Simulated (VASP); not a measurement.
The system is Al3TeO4.

```
Al Te O
1.0
     6.28453    0.00000    0.00000
     0.00000    6.28453    0.00000
     0.00000    0.00000    6.28453
Al Te O
3 1 4
Direct
  0.50000 0.00000 0.00000
  0.00000 0.50000 0.00000
  0.00000 0.00000 0.50000
  0.00000 0.00000 0.00000
  0.00000 0.50000 0.50000
  0.50000 0.00000 0.50000
  0.50000 0.50000 0.00000
  0.50000 0.50000 0.50000
```

| Property | Result |
| --- | --- |
| Program | VASP 6.6.1 |
| Task | relaxation of cell and atoms |
| Functional | PBE |
| Potentials or basis | VASP PAW PBE potentials, release 64 (Al, Te, O) |
| Cutoff | 600 eV |
| k mesh | 4 × 4 × 4 |
| Occupations | gaussian, width 0.1 eV |
| Spin | no spin polarisation |

At the start: pressure -10.4 GPa; volume 31.03 Å³/atom.

Q: Where does the relaxation end?

A: Over 8 steps the energy falls by 1206.6 meV/atom and the volume is 14.46 Å³/atom (-53.4 %); space group Pm-3m (No. 221, to 0.05 Å).

The path:
```
step  energy change (eV)  largest force (eV/Å)  pressure (GPa)  volume (Å³)
   1              0.0000                0.0000          -10.44       248.21
   2             -5.0815                0.0000          -13.95       182.41
   3             20.2020                0.0000          289.83        56.26
   4             -7.0949                0.0000          -13.85       159.48
   5             -8.7558                0.0000           19.83        99.08
   6             -9.4723                0.0000           -5.85       125.14
   7             -9.6455                0.0000           -1.30       117.66
   8             -9.6526                0.0000            0.21       115.68
```

Final structure:
```
Al Te O
1.0
     4.87247    0.00000    0.00000
     0.00000    4.87247    0.00000
     0.00000    0.00000    4.87247
Al Te O
3 1 4
Direct
  0.50000 0.00000 0.00000
  0.00000 0.50000 0.00000
  0.00000 0.00000 0.50000
  0.00000 0.00000 0.00000
  0.00000 0.50000 0.50000
  0.50000 0.00000 0.50000
  0.50000 0.50000 0.00000
  0.50000 0.50000 0.50000
```

Caveat: the volume moved by over 15 % at a fixed basis, so the end points are rough; an odd number of electrons without spin polarisation forces a metal; a magnetic or distorted state may lie lower.
